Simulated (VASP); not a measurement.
Here is a VASP 6.6.1 calculation.

The input INCAR:

```
SYSTEM = Ga2Sb2CO
ALGO = Normal ; DIPOL = 0.5 0.5 0.348
EDIFF = 1E-6 ; ENCUT = 520
GGA = PE ; GGA_COMPAT = .FALSE.
IDIPOL = 3 ; ISIF = 2
ISMEAR = 0 ; IVDW = 12
LASPH = .TRUE. ; LCHARG = .FALSE.
LDIPOL = .TRUE. ; LREAL = .FALSE.
LWAVE = .FALSE. ; NBANDS = 42
NELM = 120 ; NELMDL = -8
PREC = Accurate ; SIGMA = 0.1
```

File KPOINTS:

```
k-points
0
G
  6 6 1
  0 0 0
```

The input POSCAR:

```
Ga2Sb2CO
1.0
    4.3343814647      0.0000000000      0.0000000000
   -2.1671907324      3.7536844581      0.0000000000
    0.0000000000      0.0000000000     23.6197422994
Sb Ga O C
2 2 1 1
Direct
    0.0000000000      0.0000000000      0.1693498578
    0.3333333333      0.6666666667      0.3259656336
    0.3333333333      0.6666666667      0.2068080104
    0.6666666667      0.3333333333      0.3585874135
    0.6666666667      0.3333333333      0.4898335533
    0.6666666667      0.3333333333      0.5385216375
```

Potentials or basis: VASP PAW PBE potentials, release 64 (Sb_d_GW, Ga_d, O, C).

The run is started by

```bash
$ cat potpaw_PBE.64/Sb_d_GW/POTCAR potpaw_PBE.64/Ga_d/POTCAR potpaw_PBE.64/O/POTCAR potpaw_PBE.64/C/POTCAR > POTCAR
$ mpirun -np 1 vasp_std > vasp.out
```

Q: What does it give for the largest force?

A: 0.753 eV/Å.

Q: What does it give for the dispersion energy per atom?

A: -0.166 eV.

Q: Predict the band gap on the k mesh.

A: 0.06 eV.

Forces on the atoms (eV/Å):
```
Sb   0.000  0.000  0.186
Sb   0.000  0.000  0.050
Ga   0.000  0.000 -0.178
Ga   0.000  0.000 -0.159
O    0.000  0.000  0.753
C    0.000  0.000 -0.651
```

Caveat: spin-orbit coupling is left out, which moves the levels of the heavy elements.
